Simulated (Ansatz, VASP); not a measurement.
**Two plane-wave programs on B**

```
B
1.0
     2.41291   -1.61416    0.00624
     2.41291    1.61416    0.00624
    -2.32599    0.00000    5.37677
B
6
Cartesian
  2.0874 -0.0382 2.9010
  0.4124 0.0382 2.4883
  1.8314 0.6773 1.3504
  3.2504 0.0382 0.2126
  -0.7506 -0.0382 5.1766
  0.6684 -0.6773 4.0388
```

Change from the starting cell: the structure that the rattled cell fell into.

Alike in both runs: functional PBE; k mesh 6 × 6 × 4; occupations gaussian, width 0.1 eV; no spin polarisation.

Ansatz relaxed the structure, and its values are those at the end. VASP's run is a single point on that final structure, the one shown.

|  | VASP | Ansatz |
| --- | --- | --- |
| version | VASP 6.6.1 | Ansatz 0.2.0 |
| potentials or method | VASP PAW PBE potentials, release 64 (B), cutoff 520 eV | scalar-relativistic, plane waves, PAW |
| valence electrons in the cell | 18 | 18 |

VASP gave:

```
gap on the k mesh at the Fermi level (eV) : none
pressure (GPa)                            : 0.1
rms of the force components (eV/Å)        : 0.017
```

**Question.** Estimate Ansatz's values.

**Answer.** gap on the k mesh at the Fermi level (eV): none; pressure (GPa): 0.0; rms of the force components (eV/Å): 0.018.

A gap of «none» marks a metal or a gap that the smearing closes.

The k mesh is coarse, so the values compare programs but aren't converged.
